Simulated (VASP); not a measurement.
InP: single point with LDA

InP:

```
CELL_PARAMETERS angstrom
0.00000 2.50983 3.01084
3.01084 0.00000 3.01084
3.01084 2.50983 0.00000
ATOMIC_POSITIONS crystal
In 0.00000 0.00000 0.00000
P 0.75000 0.75000 0.75000
```

This cell differs from its parent crystal: volume 22.752 Å^3 an atom, c/a of the conventional cell 0.8336.

```json
{"Program": "VASP 6.6.1", "Task": "single point", "Functional": "LDA", "Potentials or basis": "VASP PAW LDA potentials, release 64 (In_d, P)", "Cutoff": "520 eV", "k mesh": "12 × 12 × 12", "Occupations": "gaussian, width 0.05 eV", "Spin": "no spin polarisation"}
```

```json
{
 "Pressure": "5.9 GPa",
 "Band gap on the k mesh": "0.22 eV, indirect (least direct gap 0.52 eV)"
}
```

Stress tensor (GPa, compression positive):
```
4.44 0.00 0.00
0.00 8.85 0.00
0.00 0.00 4.44
```

Levels at points of the mesh, in eV from the valence-band top:
```tsv
k point	band 6	band 7	band 8	band 9	band 10	band 11	band 12	band 13
(0.00, 0.00, 0.00)	-12.63	-0.69	-0.69	0.00	0.52	3.59	3.82	3.82
(0.50, 0.00, 0.00)	-10.53	-6.75	-2.11	-1.03	0.70	3.65	5.50	7.03
(0.50, 0.50, 0.00)	-10.04	-7.08	-2.70	-2.55	1.46	2.36	8.32	8.32
(0.50, 0.00, 0.50)	-9.27	-5.84	-3.80	-3.80	0.43	0.54	9.52	9.52
```

Wall time 110 s on 1 thread of Intel(R) Xeon(R) Platinum 8259CL CPU @ 2.50GHz (Skylake/Cascade Lake) (shared host), peak memory 0.24 GiB.

Caveat: spin-orbit coupling is left out, which moves the levels of the heavy elements. A k mesh can miss the band edges.
